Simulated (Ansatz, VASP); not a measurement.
# BN in VASP and in Ansatz

Contents of INCAR:

```
PREC = Accurate
ENCUT = 520
EDIFF = 1E-6
ISMEAR = 0
SIGMA = 0.05
LREAL = F
LASPH = T
NELM = 60
ALGO = Normal
ISIF = 2
LWAVE = F
LCHARG = F
GGA = PE
IVDW = 12
NBANDS = 16
```

File KPOINTS:

```
regular mesh
0
Gamma
  12 12 4
```

POSCAR

```
BN
1.0
    2.5061233057      0.0000000000      0.0000000000
   -1.2530616528      2.1703664477      0.0000000000
    0.0000000000      0.0000000000      6.5973571420
B N
2 2
Direct
    0.0000000000      0.0000000000      0.4854487186
    0.3333333333      0.6666666667      0.0000000000
    0.0000000000      0.0000000000      0.0000000000
    0.6666666667      0.3333333333      0.5000000000
```

Input for Ansatz:

```yaml
crystal:
  lattice:
    - [2.5061233057, 0.0, 0.0]
    - [-1.2530616528, 2.1703664477, 0.0]
    - [0.0, 0.0, 6.597357142]
  atoms:
    - { symbol: B, position: [0.0, 0.0, 0.4854487186] }
    - { symbol: B, position: [0.3333333333, 0.6666666667, 0.0] }
    - { symbol: "N", position: [0.0, 0.0, 0.0] }
    - { symbol: "N", position: [0.6666666667, 0.3333333333, 0.5] }
basis:
  ecutwfc: 420
kpoints:
  mp_grid: { grid: [12, 12, 4] }
hamiltonian:
  xc: pbe
  dispersion: d3bj
scf:
  occupations: { method: gaussian, width: 0.05 }
output:
  forces: true
  stress: true
  eigenvalues: true
```

Alike in both runs: task single point; functional PBE; dispersion D3(BJ); k mesh 12 × 12 × 4; occupations gaussian, width 0.05 eV; no spin polarisation.

|  | VASP | Ansatz |
| --- | --- | --- |
| version | VASP 6.6.1 | Ansatz 0.2.0 |
| potentials or method | VASP PAW PBE potentials, release 64 (B, N), cutoff 520 eV | scalar-relativistic, plane waves, PAW |
| valence electrons in the cell | 16 | 16 |

Ansatz gave:

```
gap on the k mesh at the Fermi level (eV)                     : 4.32
least direct gap on the mesh (eV)                             : 4.44
pressure (GPa)                                                : -0.3
traceless stress, the component that is largest in VASP (GPa) : -0.34
rms of the force components (eV/Å)                            : 0.520
```

Question: What did VASP give for the same quantities?

Answer: gap on the k mesh at the Fermi level (eV): 4.31; least direct gap on the mesh (eV): 4.43; pressure (GPa): -0.2; traceless stress, the component that is largest in VASP (GPa): -0.55; rms of the force components (eV/Å): 0.521.

Atom by atom the forces differ by 0.002 eV/Å (rms over components).
